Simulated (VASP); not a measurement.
Here is a VASP 6.6.1 calculation.

The input INCAR:

```
SYSTEM = AlN
PREC = Accurate
ENCUT = 520
EDIFF = 1E-6
ISMEAR = -1
SIGMA = 0.05
LREAL = .False.
LASPH = .True.
NELM = 100
ALGO = Normal
ISIF = 2
LWAVE = .False.
LCHARG = .False.
GGA = PS
IVDW = 13
NBANDS = 16
```

Contents of KPOINTS:

```
Automatic mesh
0
Gamma
  10 10 6
  0 0 0
```

File POSCAR:

```
AlN
1.0
    3.1013597079      0.0000000000      0.0000000000
   -1.5506798540      2.6858562933      0.0000000000
    0.0000000000      0.0000000000      4.9587334113
Al N
2 2
Direct
    0.6666666667      0.3333333333      0.4988667866
    0.3333333333      0.6666666667     -0.0011332134
    0.6666666667      0.3333333333      0.8811332134
    0.3333333333      0.6666666667      0.3811332134
```

Potentials or basis: VASP PAW PBE potentials, release 64 (Al, N).

Command:

```sh
$ cat potpaw_PBE.64/Al/POTCAR potpaw_PBE.64/N/POTCAR > POTCAR
$ mpirun -np 1 vasp_std > vasp.out
```

Problem. Estimate the dispersion energy per atom.

Solution. -0.176 eV.

Problem. What does it give for the band gap on the k mesh?

Solution. 4.22 eV, direct.

Problem. Estimate the pressure.

Solution. 0.0 GPa.

Caveat: the PAW data sets were made with another functional, which shifts forces and pressure a little.

**What was measured.**

From “Structural and optical properties of self-assembled AlN nanowires grown on SiO2/Si substrates by molecular beam epitaxy”, 2024, arxiv:2402.00216, for a bulk crystal of AlN at 0 K: band gap 6.0343 eV (an exciton energy, a little under the gap).

A measured gap of AlN is 6.0343 eV (an exciton energy, a little under the gap; 0 K; quoted in “Structural and optical properties of self-assembled AlN nanowires grown on SiO2/Si substrates by molecular beam epitaxy”, 2024, arxiv:2402.00216); the calculated 4.22 eV misses it by -1.82 eV. 2 values of this kind are on record (6.034 to 6.0343 eV); this one was drawn at random. The value is that of PBEsol+D4 on a finite k mesh, which can miss the band edges, without temperature or zero-point motion. Semilocal functionals fall short of measured gaps as a rule.
